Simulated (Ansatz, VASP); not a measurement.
**One calculation of TiSi, two programs**

```
Ti Si
1.0
     6.69670    0.00000    0.00000
     0.00000    3.74454    0.00000
     0.00000    0.00000    4.83854
Ti Si
4 4
Direct
  0.67599 0.25000 0.37139
  0.32401 0.75000 0.62861
  0.82401 0.75000 0.87139
  0.17599 0.25000 0.12861
  0.54389 0.25000 0.85535
  0.45611 0.75000 0.14465
  0.95611 0.75000 0.35535
  0.04389 0.25000 0.64465
```

Change from the starting cell: strain +0.030 along x and y, -0.030 along z, atoms carried along.

Alike in both runs: task single point; functional r2SCAN; k mesh 6 × 12 × 8; occupations gaussian, width 0.15 eV; no spin polarisation.

```csv
,VASP,Ansatz
version,VASP 6.6.1,Ansatz 0.2.0
potentials or method,"VASP PAW PBE potentials, release 64 (Ti_sv, Si), cutoff 520 eV","scalar-relativistic, plane waves, PAW"
valence electrons in the cell,64,64
```

Ansatz gave:

```
gap on the k mesh at the Fermi level (eV)                     : none
pressure (GPa)                                                : -3.1
traceless stress, the component that is largest in VASP (GPa) : 10.78
rms of the force components (eV/Å)                            : 0.173
```

Problem. Which values does VASP return?

Solution. gap on the k mesh at the Fermi level (eV): none; pressure (GPa): -2.8; traceless stress, the component that is largest in VASP (GPa): 10.86; rms of the force components (eV/Å): 0.174.

VASP's potentials were made for PBE, not for r2SCAN. Atom by atom the forces differ by 0.004 eV/Å (rms over components). A gap of «none» marks a metal or a gap that the smearing closes.
